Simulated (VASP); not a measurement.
# GeOs2 (P6/mmm) in VASP: single point with PBE

Aim: the single point of GeOs2 with PBE.

All numbers are computed with VASP 6.6.1; they aren't measurements. Logs are shortened: lines on timing, memory, paths and dates and some standing lists are left out, and cuts for length are marked.

## Step 1: The cell of the first run

The structure is hexagonal, space group P6/mmm (No. 191). Conventional cell: a = 4.346 Å, b = 4.346 Å, c = 2.824 Å, α = 90.00°, β = 90.00°, γ = 120.00°. Within 3.7 Å of Ge (site symmetry 6/mmm) lie 2 Ge at 2.82 Å and 12 Os at 2.88 Å. Within 3.3 Å of Os (site symmetry -6m2) lie 5 Os at 2.51 to 2.82 Å and 6 Ge at 2.88 Å.

## Step 2: Single point, PBE

INCAR

```
PREC     = Accurate       # precision mode
ENCUT    = 560            # plane-wave cutoff, eV
EDIFF    = 1E-6           # SCF threshold, eV
ISMEAR   = 0              # smearing method
SIGMA    = 0.1            # smearing width, eV
LREAL    = False          # projectors in reciprocal space
LASPH    = True           # aspherical terms in the spheres
NELM     = 120            # most SCF steps
ALGO     = Normal         # electronic algorithm
ISIF     = 2              # what is computed and relaxed
LWAVE    = False          # write WAVECAR
LCHARG   = True           # write CHGCAR
GGA      = PE             # functional
LELF     = True           # ELF
LVHAR    = True         
NBANDS   = 30             # bands
GGA_COMPAT= False
```

KPOINTS

```
Automatic mesh
0
Gamma
  6 6 4
```

POSCAR

```
GeOs2
1.0
    4.3461558856      0.0000000000      0.0000000000
   -2.1730779428      3.7638814057      0.0000000000
    0.0000000000      0.0000000000      2.8241842950
Ge Os
1 2
Direct
    0.0000000000      0.0000000000      0.0000000000
    0.3333333333      0.6666666667      0.5000000000
    0.6666666667      0.3333333333      0.5000000000
```

Potentials or basis: VASP PAW PBE potentials, release 64 (Ge_d, Os_sv_GW).

Started as:

```console
> cat potpaw_PBE.64/Ge_d/POTCAR potpaw_PBE.64/Os_sv_GW/POTCAR > POTCAR
> mpirun -np 1 vasp_std > vasp.out
```

OUTCAR:

```text
PREC = Accurate
   ENCUT = 560
   EDIFF = 1E-6
   ISMEAR = 0
   LREAL = False
   LASPH = True
   NELM = 120
   ISIF = 2
   GGA = PE

 ion  position               nearest neighbor table
   1  0.000  0.000  0.000-   2 2.88   3 2.88   2 2.88   3 2.88   2 2.88   2 2.88   3 2.88   3 2.88
                             3 2.88   3 2.88   2 2.88   2 2.88
   2  0.333  0.667  0.500-   3 2.51   3 2.51   3 2.51   1 2.88   1 2.88   1 2.88   1 2.88   1 2.88
                             1 2.88
   3  0.667  0.333  0.500-   2 2.51   2 2.51   2 2.51   1 2.88   1 2.88   1 2.88   1 2.88   1 2.88
                             1 2.88

  LATTYP: Found a hexagonal cell.
 ALAT       =     4.3461558856
 C/A-ratio  =     0.6498120107

  Lattice vectors:

 A1 = (   4.3461558856,   0.0000000000,   0.0000000000)
 A2 = (  -2.1730779428,   3.7638814057,   0.0000000000)
 A3 = (   0.0000000000,   0.0000000000,   2.8241842950)

Analysis of symmetry for initial positions (statically):
=====================================================================
 Subroutine PRICEL returns:
 Original cell was already a primitive cell.

 Routine SETGRP: Setting up the symmetry group for a
 hexagonal supercell.

 Subroutine GETGRP returns: Found 24 space group operations
 (whereof 24 operations were pure point group operations)
 out of a pool of 24 trial point group operations.

The static configuration has the point symmetry D_6h.

Analysis of symmetry for dynamics (positions and initial velocities):
=====================================================================
 Subroutine PRICEL returns:
 Original cell was already a primitive cell.

 Routine SETGRP: Setting up the symmetry group for a
 hexagonal supercell.

 Subroutine GETGRP returns: Found 24 space group operations
 (whereof 24 operations were pure point group operations)
 out of a pool of 24 trial point group operations.

The dynamic configuration has the point symmetry D_6h.

 Subroutine INISYM returns: Found 24 space group operations
 (whereof 24 operations are pure point group operations),
 and found     1 'primitive' translations

----------------------------------------------------------------------------------------

                                     Primitive cell

  volume of cell :      46.1992

  direct lattice vectors                    reciprocal lattice vectors
     4.346155886  0.000000000  0.000000000     0.230088388  0.132841593  0.000000000
    -2.173077943  3.763881406  0.000000000     0.000000000  0.265683185  0.000000000
     0.000000000  0.000000000  2.824184295     0.000000000  0.000000000  0.354084541

  length of vectors
     4.346155886  4.346155886  2.824184295     0.265683185  0.265683185  0.354084541
[... 81 lines left out ...]
   EDIFFG = 0.1E-04   stopping-criterion for IOM
   NSW    =      0    number of steps for IOM
   IBRION =     -1    ionic relax: 0-MD 1-quasi-New 2-CG
   NFREE  =      0    steps in history (QN), initial steepest desc. (CG)
   ISIF   =      2    stress and relaxation
   ISYM   =      2    0-nonsym 1-usesym 2-fastsym
   POTIM  = 0.5000    time-step for ionic-motion
   TEBEG  =    0.0;   TEEND  =   0.0 temperature during run
   PSTRESS=    0.0 pullay stress
   NELECT =      46.0000    total number of electrons
   NUPDOWN=      -1.0000    fix difference up-down
   EMIN   =  10.00;   EMAX   =-10.00  energy-range for DOS
   EFERMI =   0.00;   METHOD = LEGACY
   ISMEAR =     0;   SIGMA  =   0.10  broadening in eV -4-tet -1-fermi 0-gaus
   EFERMI_NEDOS =   21; number of points for ismear=-14 and -15
   IALGO  =     38    algorithm
   IMIX   =      4    mixing-type and parameters
     AMIX     =   0.40;   BMIX     =  1.00
     AMIX_MAG =   1.60;   BMIX_MAG =  1.00
  volume/ion in A,a.u.               =      15.40       103.92
  Fermi-wavevector in a.u.,A,eV,Ry     =   1.634742  3.089215 36.359979  2.672383
  Thomas-Fermi vector in A             =   2.726331
   LORBIT       =      0    0 simple, 1 ext, 2 COOP (PROOUT), +10 PAW based schemes
   GGA     = PE    functional components
   LHFCALC =     F    Hartree Fock is set to
   AEXX    =    0.0000 exact exchange contribution
   IVDW    =     0    specifies the selected vdW correction
   LEPSILON=     F    determine dielectric tensor
   LRPA    =     F    only Hartree local field effects (RPA)
 non-spin polarized calculation
 Gauss-broadening in eV      SIGMA  =   0.10
  energy-cutoff  :      560.00
  volume of cell :       46.20
 maximum number of plane-waves:      1406
 NGX is ok and might be reduce to    36
   NGX = 17   NGY = 17   NGZ = 11

 number of electron      45.9999998 magnetization

 Free energy of the ion-electron system (eV)
  ---------------------------------------------------
  ext. energy  EPLUGINS =         0.00000000
  ---------------------------------------------------
  free energy    TOTEN  =       -27.04883557 eV

  energy without entropy =      -27.03105515  energy(sigma->0) =      -27.03994536

 E-fermi :  11.2560     XC(G=0): -13.4170

 val. band max:       11.1729497402   @ k =   0.5000   0.0000   0.2500
 cond. band min:      11.2640889548   @ k =   0.3333   0.1667   0.5000
 fundamental gap:      0.0911392146
 Fermi energy:        11.2559569743

 k-point     1 :       0.0000    0.0000    0.0000
  band No.  band energies     occupation
      1     -75.0653      2.00000
      2     -74.9334      2.00000
      3     -34.8968      2.00000
      4     -34.8968      2.00000
      5     -34.1524      2.00000
      6     -34.1253      2.00000
[... 682 lines left out ...]
     29      15.5230      0.00000
     30      18.7278      0.00000

------------------------ aborting loop because EDIFF is reached ----------------------------------------

  FORCE on cell =-STRESS in cart. coord.  units (eV):
  Direction    XX          YY          ZZ          XY          YZ          ZX
  --------------------------------------------------------------------------------------
  -------------------------------------------------------------------------------------
  Total       -0.2268511     -0.2268511     -0.3587070     -0.0000000      0.0000000     -0.0000000
  in kB       -7.8671456     -7.8671456    -12.4398804     -0.0000000      0.0000000     -0.0000000
  external PRESSURE =      -9.3913906 kB  Pullay stress =       0.0000000 kB

 VOLUME and BASIS-vectors are now :
 -----------------------------------------------------------------------------
  energy-cutoff  :      560.00
  volume of cell :       46.20
      direct lattice vectors                 reciprocal lattice vectors
     4.346155886  0.000000000  0.000000000     0.230088388  0.132841593  0.000000000
    -2.173077943  3.763881406  0.000000000     0.000000000  0.265683185  0.000000000
     0.000000000  0.000000000  2.824184295     0.000000000  0.000000000  0.354084541

 POSITION                                       TOTAL-FORCE (eV/Angst)
 -----------------------------------------------------------------------------------
      0.00000      0.00000      0.00000         0.000000      0.000000     -0.000000
     -0.00000      2.50925      1.41209         0.000000      0.000000      0.000000
      2.17308      1.25463      1.41209        -0.000000     -0.000000     -0.000000
 -----------------------------------------------------------------------------------
    total drift:                                0.000000     -0.000000     -0.000000

  FREE ENERGIE OF THE ION-ELECTRON SYSTEM (eV)
  ---------------------------------------------------
  free  energy   TOTEN  =       -27.0488355747 eV

  energy  without entropy=      -27.0310551502  energy(sigma->0) =      -27.03994536
```

OSZICAR:

```text
N       E                     dE             d eps       ncg     rms          rms(c)
DAV:   1     0.574833480480E+03    0.57483E+03   -0.28614E+04  1840   0.366E+03
DAV:   2     0.235811331808E+02   -0.55125E+03   -0.53104E+03  1630   0.880E+02
DAV:   3    -0.279448262717E+02   -0.51526E+02   -0.48979E+02  1474   0.166E+02
DAV:   4    -0.297149391170E+02   -0.17701E+01   -0.17563E+01  1434   0.314E+01
DAV:   5    -0.297558053969E+02   -0.40866E-01   -0.40806E-01  1514   0.478E+00    0.112E+02
DAV:   6    -0.272250913826E+02    0.25307E+01   -0.87985E+00  1584   0.182E+01    0.548E+01
DAV:   7    -0.270992045626E+02    0.12589E+00   -0.10133E+00  1540   0.121E+01    0.170E+01
DAV:   8    -0.270528927663E+02    0.46312E-01   -0.18824E-01  1590   0.369E+00    0.212E+00
DAV:   9    -0.270490132879E+02    0.38795E-02   -0.19570E-02  1604   0.167E+00    0.628E-01
DAV:  10    -0.270489026292E+02    0.11066E-03   -0.11130E-03  1368   0.207E-01    0.205E-01
DAV:  11    -0.270488385237E+02    0.64105E-04   -0.20951E-04  1628   0.182E-01    0.550E-02
DAV:  12    -0.270488362586E+02    0.22651E-05   -0.77103E-06  1376   0.232E-02    0.671E-03
DAV:  13    -0.270488355747E+02    0.68398E-06   -0.14371E-06   858   0.171E-02
   1 F= -.27048836E+02 E0= -.27039945E+02  d E =-.177804E-01
```

stdout:

```text
POSCAR found type information on POSCAR GeOs
 POSCAR found :  2 types and       3 ions
 scaLAPACK will be used
 LDA part: xc-table for (Slater+PW92), standard interpolation
 POSCAR, INCAR and KPOINTS ok, starting setup
 FFT: planning ... GRIDC
 FFT: planning ... GRID_SOFT
 FFT: planning ... GRID
 WAVECAR not read
 entering main loop
```

Run time: 19 s. Hardware: 1 thread of Intel Xeon 6975P-C (Granite Rapids), shared host; peak memory 0.2 GiB.

What came out:

- Free energy: -27.0488 eV
- Pressure: -0.9 GPa
- Band gap on the k mesh: zero (bands 23 and 24 overlap by 1.46 eV)

Caveat: the k points lie up to 0.56 Å⁻¹ apart, too coarse for converged energies and pressures of a metal; spin-orbit coupling is left out, which moves the levels of the heavy elements.

The gap in the log of VASP goes by the Fermi energy; the results here count the filled bands.